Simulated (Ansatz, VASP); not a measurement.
**One calculation of SiC, two programs**

```
CELL_PARAMETERS angstrom
0.00000 2.05691 2.05691
2.05691 0.00000 2.05691
2.05691 2.05691 0.00000
ATOMIC_POSITIONS crystal
Si 0.00000 0.00000 0.00000
C 0.25000 0.25000 0.25000
```

Alike in both runs: task single point; functional PBEsol; k mesh 10 × 10 × 10; no spin polarisation.

|  | VASP | Ansatz |
| --- | --- | --- |
| version | VASP 6.6.1 | Ansatz 0.2.0 |
| potentials or method | VASP PAW PBE potentials, release 64 (Si, C), cutoff 600 eV | scalar-relativistic, plane waves, PAW |
| occupations | gaussian, width 0.01 eV | fixed |
| valence electrons in the cell | 8 | 8 |

Ansatz gave:

```
gap on the k mesh at the Fermi level (eV) : 1.07
least direct gap on the mesh (eV)         : 4.61
```

**Question.** Estimate VASP's values.

**Answer.** gap on the k mesh at the Fermi level (eV): 1.06; least direct gap on the mesh (eV): 4.60.

VASP's potentials were made for PBE, not for PBEsol.
